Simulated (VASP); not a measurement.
A run of VASP 6.6.1:

Contents of INCAR:

```
SYSTEM = As
PREC = Accurate ; ENCUT = 600
EDIFF = 1E-6 ; ISMEAR = 0
SIGMA = 0.1 ; LREAL = .FALSE.
LASPH = .TRUE. ; NELM = 100
ALGO = Normal ; ISIF = 3
LWAVE = .FALSE. ; LCHARG = .FALSE.
GGA = PE ; IBRION = 2
NSW = 100 ; EDIFFG = -0.01
```

The input KPOINTS:

```
regular mesh
0
G
  10 10 10
  0 0 0
```

Contents of POSCAR:

```
As
1.0
   -3.4746582925      3.4746582925      2.6248210337
    3.4746582925     -3.4746582925      2.6248210337
    3.4746582925      3.4746582925     -2.6248210337
As
6
Direct
    0.0000000000      0.0000000000      0.0000000000
    0.7500000000      0.2500000000      0.5000000000
    0.3750000000      0.6250000000      0.7500000000
    0.3750000000      0.1250000000      0.7500000000
    0.3750000000      0.6250000000      0.2500000000
    0.8750000000      0.6250000000      0.2500000000
```

Potentials or basis: VASP PAW PBE potentials, release 64 (As).

Launch:

```console
$ cat potpaw_PBE.64/As/POTCAR > POTCAR
$ mpirun -np 1 vasp_std > vasp.out
```

Hardware: 1 thread of AMD EPYC 7R43 64-Core Processor (Zen 3), on a shared host.

Task: Estimate the wall time of this run.

Result: It took 18 min on 1 thread of AMD EPYC 7R43 64-Core Processor (Zen 3) (shared host), peak memory 0.46 GiB. Counts: scf iterations 29, k points 102, ion steps 5.
